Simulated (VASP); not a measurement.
# HfB2 (P6/mmm) in VASP: single point with PBEsol

Aim: the single point of HfB2 with PBEsol.

All numbers are computed with VASP 6.6.1; they aren't measurements. Logs are shortened: lines on timing, memory, paths and dates and some standing lists are left out, and cuts for length are marked.

## Step 1: The cell of the first run

Symmetry: P6/mmm, No. 191, hexagonal system. The conventional cell has a = 3.128 Å, b = 3.128 Å, c = 3.446 Å, α = 90.00°, β = 90.00°, γ = 120.00°. Hf (site symmetry 6/mmm) has 12 B at 2.50 Å and 6 Hf at 3.13 Å within 3.3 Å. B (site symmetry -6m2) has 3 B at 1.81 Å within 2.4 Å.

## Step 2: Single point, PBEsol

Input file INCAR:

```
ALGO = Normal
EDIFF = 1E-6
ENCUT = 520
GGA = PS
ISIF = 2
ISMEAR = -1
LASPH = True
LCHARG = False
LREAL = False
LWAVE = False
NBANDS = 15
NELM = 80
PREC = Accurate
SIGMA = 0.15
```

Input file KPOINTS:

```
k-points
0
Gamma
  15 15 12
```

Input file POSCAR:

```
HfB2
1.0
    3.1279832198      0.0000000000      0.0000000000
   -1.5639916099      2.7089129309      0.0000000000
    0.0000000000      0.0000000000      3.4459908827
Hf B
1 2
Direct
    0.0000000000      0.0000000000      0.0000000000
    0.3333333333      0.6666666667      0.5000000000
    0.6666666667      0.3333333333      0.5000000000
```

Potentials or basis: VASP PAW PBE potentials, release 64 (Hf_pv, B).

Launch:

```bash
> cat potpaw_PBE.64/Hf_pv/POTCAR potpaw_PBE.64/B/POTCAR > POTCAR
> mpirun -np 1 vasp_std > vasp.out
```

OUTCAR:

```text
EDIFF = 1E-6
   ENCUT = 520
   GGA = PS
   ISIF = 2
   ISMEAR = -1
   LASPH = True
   LREAL = False
   NELM = 80
   PREC = Accurate

 ion  position               nearest neighbor table
   1  0.000  0.000  0.000-   2 2.50   3 2.50   2 2.50   3 2.50   2 2.50   2 2.50   3 2.50   3 2.50
                             3 2.50   3 2.50   2 2.50   2 2.50
   2  0.333  0.667  0.500-   3 1.81   3 1.81   3 1.81   1 2.50   1 2.50   1 2.50   1 2.50   1 2.50
                             1 2.50
   3  0.667  0.333  0.500-   2 1.81   2 1.81   2 1.81   1 2.50   1 2.50   1 2.50   1 2.50   1 2.50
                             1 2.50

  LATTYP: Found a hexagonal cell.
 ALAT       =     3.1279832198
 C/A-ratio  =     1.1016653993

  Lattice vectors:

 A1 = (   3.1279832198,   0.0000000000,   0.0000000000)
 A2 = (  -1.5639916099,   2.7089129309,   0.0000000000)
 A3 = (   0.0000000000,   0.0000000000,   3.4459908827)

Analysis of symmetry for initial positions (statically):
=====================================================================
 Subroutine PRICEL returns:
 Original cell was already a primitive cell.

 Routine SETGRP: Setting up the symmetry group for a
 hexagonal supercell.

 Subroutine GETGRP returns: Found 24 space group operations
 (whereof 24 operations were pure point group operations)
 out of a pool of 24 trial point group operations.

The static configuration has the point symmetry D_6h.

Analysis of symmetry for dynamics (positions and initial velocities):
=====================================================================
 Subroutine PRICEL returns:
 Original cell was already a primitive cell.

 Routine SETGRP: Setting up the symmetry group for a
 hexagonal supercell.

 Subroutine GETGRP returns: Found 24 space group operations
 (whereof 24 operations were pure point group operations)
 out of a pool of 24 trial point group operations.

The dynamic configuration has the point symmetry D_6h.

 Subroutine INISYM returns: Found 24 space group operations
 (whereof 24 operations are pure point group operations),
 and found     1 'primitive' translations

----------------------------------------------------------------------------------------

                                     Primitive cell

  volume of cell :      29.1994

  direct lattice vectors                    reciprocal lattice vectors
     3.127983220  0.000000000  0.000000000     0.319694810  0.184575884  0.000000000
[... 87 lines left out ...]
   NELM   =     80;   NELMIN=  2; NELMDL= -5     # of ELM steps
   EDIFF  = 0.1E-05   stopping-criterion for ELM
   LREAL  =      F    real-space projection
[... 7 lines left out ...]
   TEBEG  =    0.0;   TEEND  =   0.0 temperature during run
   PSTRESS=    0.0 pullay stress
   NELECT =      16.0000    total number of electrons
   NUPDOWN=      -1.0000    fix difference up-down
   EMIN   =  10.00;   EMAX   =-10.00  energy-range for DOS
   EFERMI =   0.00;   METHOD = LEGACY
   ISMEAR =    -1;   SIGMA  =   0.15  broadening in eV -4-tet -1-fermi 0-gaus
   EFERMI_NEDOS =   21; number of points for ismear=-14 and -15
   IALGO  =     38    algorithm
   IMIX   =      4    mixing-type and parameters
     AMIX     =   0.40;   BMIX     =  1.00
     AMIX_MAG =   1.60;   BMIX_MAG =  1.00
  volume/ion in A,a.u.               =       9.73        65.68
  Fermi-wavevector in a.u.,A,eV,Ry     =   1.339647  2.531565 24.417742  1.794653
  Thomas-Fermi vector in A             =   2.468022
   LORBIT       =      0    0 simple, 1 ext, 2 COOP (PROOUT), +10 PAW based schemes
   GGA     = PS    functional components
   LHFCALC =     F    Hartree Fock is set to
   AEXX    =    0.0000 exact exchange contribution
   IVDW    =     0    specifies the selected vdW correction
   LEPSILON=     F    determine dielectric tensor
   LRPA    =     F    only Hartree local field effects (RPA)
 non-spin polarized calculation
  energy-cutoff  :      520.00
  volume of cell :       29.20
 maximum number of plane-waves:       798
 NGX is ok and might be reduce to    24
   NGX = 11   NGY = 11   NGZ = 13

 number of electron      15.9999999 magnetization

 Free energy of the ion-electron system (eV)
  ---------------------------------------------------
  ext. energy  EPLUGINS =         0.00000000
  ---------------------------------------------------
  free energy    TOTEN  =       -27.87479433 eV

  energy without entropy =      -27.85519473  energy(sigma->0) =      -27.86499453

 E-fermi :   7.6844     XC(G=0): -12.7642

 val. band max:        7.6195738711   @ k =   0.0667   0.0667   0.5000
 cond. band min:       7.6942388700   @ k =   0.0667   0.0667   0.4167
 fundamental gap:      0.0746649989
 Fermi energy:         7.6843845052

 k-point     1 :       0.0000    0.0000    0.0000
  band No.  band energies     occupation
      1     -22.8205      2.00000
      2     -22.3020      2.00000
      3     -22.3020      2.00000
      4      -6.1301      2.00000
      5       4.6319      2.00000
      6       4.7218      2.00000
      7       4.7218      2.00000
      8       4.9993      2.00000
      9      11.7669      0.00000
     10      11.7669      0.00000
     11      12.5020      0.00000
     12      12.5020      0.00000
     13      12.7197      0.00000
     14      12.7197      0.00000
[... 401 lines left out ...]
      2     -22.6694      2.00000
      3     -22.6678      2.00000
      4      -1.4675      2.00000
      5      -1.0583      2.00000
      6       1.5666      2.00000
      7       4.0966      2.00000
      8       6.6376      1.99814
      9       7.4301      1.68980
     10      10.7138      0.00000
     11      12.3600      0.00000
     12      14.7146      0.00000
     13      16.7711      0.00000
     14      17.9065      0.00000
     15      18.3529      0.00000

 [... further k-points ...]
[... 5 lines left out ...]
  --------------------------------------------------------------------------------------
  -------------------------------------------------------------------------------------
  Total       -0.0280107     -0.0280107      0.0349518      0.0000000      0.0000000      0.0000000
  in kB       -1.5369521     -1.5369521      1.9178160      0.0000000      0.0000000      0.0000000
  external PRESSURE =      -0.3853627 kB  Pullay stress =       0.0000000 kB

 VOLUME and BASIS-vectors are now :
 -----------------------------------------------------------------------------
  energy-cutoff  :      520.00
  volume of cell :       29.20
      direct lattice vectors                 reciprocal lattice vectors
     3.127983220  0.000000000  0.000000000     0.319694810  0.184575884  0.000000000
    -1.563991610  2.708912931  0.000000000     0.000000000  0.369151769  0.000000000
     0.000000000  0.000000000  3.445990883     0.000000000  0.000000000  0.290192294

 POSITION                                       TOTAL-FORCE (eV/Angst)
 -----------------------------------------------------------------------------------
      0.00000      0.00000      0.00000         0.000000      0.000000      0.000000
     -0.00000      1.80594      1.72300         0.000000      0.000000      0.000000
      1.56399      0.90297      1.72300        -0.000000      0.000000      0.000000
 -----------------------------------------------------------------------------------
    total drift:                               -0.000000      0.000000      0.000000

  FREE ENERGIE OF THE ION-ELECTRON SYSTEM (eV)
  ---------------------------------------------------
  free  energy   TOTEN  =       -27.8747943270 eV

  energy  without entropy=      -27.8551947294  energy(sigma->0) =      -27.86499453
```

OSZICAR:

```text
N       E                     dE             d eps       ncg     rms          rms(c)
DAV:   1     0.262529843571E+02    0.26253E+02   -0.80077E+03  5678   0.102E+03
DAV:   2    -0.286593900530E+02   -0.54912E+02   -0.51501E+02  7607   0.220E+02
DAV:   3    -0.300819577634E+02   -0.14226E+01   -0.14172E+01  7343   0.261E+01
DAV:   4    -0.300874908893E+02   -0.55331E-02   -0.55315E-02  6671   0.200E+00
DAV:   5    -0.300875221557E+02   -0.31266E-04   -0.31266E-04  7336   0.134E-01    0.552E+01
DAV:   6    -0.279952609775E+02    0.20923E+01   -0.25159E+00  6853   0.116E+01    0.399E+01
DAV:   7    -0.279488601551E+02    0.46401E-01   -0.93715E-01  7294   0.711E+00    0.107E+01
DAV:   8    -0.278790142940E+02    0.69846E-01   -0.25512E-01  6692   0.384E+00    0.155E+00
DAV:   9    -0.278750199085E+02    0.39944E-02   -0.20433E-02  6643   0.115E+00    0.393E-01
DAV:  10    -0.278747897436E+02    0.23016E-03   -0.81262E-04  7161   0.242E-01    0.238E-01
DAV:  11    -0.278747964563E+02   -0.67127E-05   -0.58425E-05  6888   0.565E-02    0.940E-02
DAV:  12    -0.278747942659E+02    0.21905E-05   -0.35069E-06  6664   0.140E-02    0.105E-02
DAV:  13    -0.278747943270E+02   -0.61177E-07   -0.18801E-07  3402   0.359E-03
   1 F= -.27874794E+02 E0= -.27864995E+02  d E =-.195996E-01
```

stdout:

```text
POSCAR found type information on POSCAR HfB
 POSCAR found :  2 types and       3 ions
 scaLAPACK will be used
 -----------------------------------------------------------------------------
|                                                                             |
|                                                                             |
|     You enforced a specific xc type in the INCAR file but a different       |
|     I HOPE YOU KNOW WHAT YOU ARE DOING!                                     |
|                                                                             |
 -----------------------------------------------------------------------------

 LDA part: xc-table for (Slater+PW92), standard interpolation
 POSCAR, INCAR and KPOINTS ok, starting setup
 FFT: planning ... GRIDC
 FFT: planning ... GRID_SOFT
 FFT: planning ... GRID
 WAVECAR not read
 entering main loop
```

Wall time 34 s (1 thread of Intel Xeon Platinum 8559C (Emerald Rapids), shared host); peak memory 0.2 GiB.

Results:

```
Free energy            : -27.8748 eV
Pressure               : 0.0 GPa
Band gap on the k mesh : zero (band 8 reaches 8.42 eV, above the bottom of band 9 at 7.43 eV)
```

Levels at points of the mesh, in eV from the Fermi level:
```
           k point  band 5  band 6  band 7  band 8  band 9  band 10  band 11  band 12
(0.00, 0.00, 0.00)   -3.05   -2.96   -2.96   -2.69    4.08     4.08     4.82     4.82
(0.00, 0.00, 0.50)   -8.43   -1.19   -1.19    0.24    0.24     0.99     0.99     2.37
```

Caveat: the PAW data sets were made with another functional, which shifts forces and pressure a little; spin-orbit coupling is left out, which moves the levels of the heavy elements.
